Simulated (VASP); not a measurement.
Write the native input for VASP 6.6.1 that does the following.

| Item | Value |
| --- | --- |
| Task | single point |
| Functional | r2SCAN |
| Dispersion | rVV10 |
| Potentials or basis | VASP PAW PBE potentials, release 64 (Sr_sv, O) |
| Cutoff | 520 eV |
| k mesh | 9 × 9 × 9 |
| Occupations | fermi-dirac, width 0.05 eV |
| Spin | no spin polarisation |
| Dipole correction | no |
| Further INCAR settings | ALGO = Normal; EDIFF = 1e-06; NBANDS = 15 |

The system is SrO.

```xyz
2
Lattice="0.0000 2.5491 2.5491 2.5491 0.0000 2.5491 2.5491 2.5491 0.0000" Properties=species:S:1:pos:R:3 pbc="T T T"
Sr    2.5491    2.5491    2.5491
O     0.0000    0.0000    0.0000
```

The input as run:

POSCAR

```
SrO
1.0
    0.0000000000      2.5490759911      2.5490759911
    2.5490759911      0.0000000000      2.5490759911
    2.5490759911      2.5490759911      0.0000000000
Sr O
1 1
Direct
    0.5000000000      0.5000000000      0.5000000000
    0.0000000000      0.0000000000      0.0000000000
```

INCAR.step1

```
SYSTEM = SrO
PREC = Accurate
ENCUT = 520
ISMEAR = -1
SIGMA = 0.05
LREAL = .False.
LASPH = .True.
NELM = 60
NBANDS = 15
GGA = PE
ALGO = Normal
EDIFF = 1E-4
LWAVE = .True.
LCHARG = .False.
```

INCAR.step2

```
SYSTEM = SrO
PREC = Accurate
ENCUT = 520
EDIFF = 1E-6
ISMEAR = -1
SIGMA = 0.05
LREAL = .False.
LASPH = .True.
NELM = 60
ALGO = Normal
ISIF = 2
LWAVE = .False.
LCHARG = .False.
METAGGA = R2SCAN
LMIXTAU = .True.
LUSE_VDW = .True.
IVDW_NL = 2
BPARAM = 11.95
CPARAM = 0.0093
NBANDS = 15
ISTART = 1
```

KPOINTS

```
Automatic mesh
0
Gamma
  9 9 9
  0 0 0
```

Potentials or basis: VASP PAW PBE potentials, release 64 (Sr_sv, O).

The run is started by

```sh
$ cat potpaw_PBE.64/Sr_sv/POTCAR potpaw_PBE.64/O/POTCAR > POTCAR
$ cp INCAR.step1 INCAR
$ mpirun -np 1 vasp_std > vasp.out
$ cp INCAR.step2 INCAR
$ mpirun -np 1 vasp_std > vasp.out
```

It gave:

```yaml
Pressure: 3.3 GPa
Band_gap_on_the_k_mesh: 3.74 eV, indirect (least direct gap 3.82 eV)
```

Caveat: the PAW data sets were made with another functional, which shifts forces and pressure a little.

Run time: 2.5 min on 1 thread of Intel(R) Xeon(R) Platinum 8375C CPU @ 2.90GHz (Ice Lake), on a shared host, peak memory 0.27 GiB.
